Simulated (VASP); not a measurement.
Input of a VASP 6.6.1 run:

File INCAR:

```
SYSTEM = Li
PREC = Accurate
ENCUT = 520
EDIFF = 1E-7
ISMEAR = -1
SIGMA = 0.11
LREAL = Auto
LASPH = .True.
NELM = 100
ALGO = Normal
ISIF = 2
LWAVE = .False.
LCHARG = .False.
GGA = PE
NBANDS = 38
```

Contents of KPOINTS:

```
regular mesh
0
Gamma
  2 2 2
  0 0 0
```

Contents of POSCAR:

```
Li
1.0
    7.3128730000      0.0000000000      0.0000000000
    0.0000000000      7.3128730000      0.0000000000
    0.0000000000      0.0000000000      7.3128730000
Li
16
Direct
    0.1210468170      0.0611114127      0.0632583117
    0.4837086601      0.0954207738      0.0716134411
   -0.0445105501      0.3332206097      0.0833598505
    0.0927815921      0.0072201445      0.5455311476
    0.3138164713      0.2681299128      0.3515718104
    0.4828334910      0.4018803554      0.0480659243
    0.5177992288      0.0093807181      0.6533820565
    0.7396682535      0.1258465722      0.2725194325
   -0.0630531940      0.3340684297      0.5273166921
    0.2703998825      0.6419501610      0.3685692340
    0.2329727318      0.2984873387      0.7156694776
    0.5933235816      0.4527495555      0.4162385973
    0.6963337118      0.7365367893      0.2082628811
    0.8237665279      0.1241372577      0.8062904962
    0.1873682204      0.7077792818      0.8652960334
    0.8206213892      0.6549272769      0.7912211794
```

Potentials or basis: VASP PAW PBE potentials, release 64 (Li_sv).

Command:

```bash
$ cat potpaw_PBE.64/Li_sv/POTCAR > POTCAR
$ mpirun -np 1 vasp_std > vasp.out
```

Problem. Predict the largest force.

Solution. 1.168 eV/Å.

Problem. What does it give for the band gap on the k mesh?

Solution. Zero (band 24 reaches 0.40 eV, above the bottom of band 25 at -0.31 eV).

Forces on the atoms (eV/Å):
```
Li   0.089 -0.660 -0.008
Li  -0.121 -1.074 -0.443
Li  -0.057  1.137  0.064
Li  -0.128 -0.574 -0.193
Li  -0.410 -0.437 -0.030
Li   0.138  0.878 -0.442
Li  -0.233 -0.107 -0.337
Li   0.266 -0.185  0.554
Li  -0.017  0.528 -0.273
Li  -0.271  0.307 -0.090
Li   0.319  0.247  0.645
Li   0.249 -0.138  0.566
Li   0.172  0.177 -0.145
Li  -0.046 -0.035  0.253
Li   0.337 -0.037 -0.004
Li  -0.286 -0.028 -0.117
```

Caveat: the k points lie up to 0.43 Å⁻¹ apart; forces of over 1 eV/Å act on the atoms, so gaps and moduli don't describe the material at rest.
